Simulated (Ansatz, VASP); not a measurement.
# One calculation of Zr4Ag, two programs

```
Zr Ag
1.0
    -2.71582    2.71582    4.17097
     2.71582   -2.71582    4.17097
     2.71582    2.71582   -4.17097
Zr Ag
4 1
Direct
  0.50000 0.00000 0.50000
  0.00000 0.50000 0.50000
  0.17812 0.17812 0.00000
  0.82188 0.82188 0.00000
  0.50000 0.50000 0.00000
```

Alike in both runs: functional PBE; k mesh 8 × 8 × 8; occupations gaussian, width 0.1 eV; no spin polarisation.

Ansatz relaxed the structure, and its values are those at the end. VASP's run is a single point on that final structure, the one shown.

```csv
,VASP,Ansatz
version,VASP 6.6.1,Ansatz 0.2.0
potentials or method,"VASP PAW PBE potentials, release 64 (Zr_sv, Ag), cutoff 520 eV","scalar-relativistic, plane waves, PAW"
valence electrons in the cell,59,67
```

|  | VASP | Ansatz | Ansatz less VASP |
| --- | --- | --- | --- |
| gap on the k mesh at the Fermi level (eV) | none | none | - |
| pressure (GPa) | 0.0 | 0.0 | +0.01 |

A gap of «none» marks a metal or a gap that the smearing closes. With one functional, cell and mesh, what is left measures potentials, basis and numerics. VASP's potentials hold 59 valence electrons a cell and Ansatz's 67, so a difference there can come from the potentials and not from the codes.
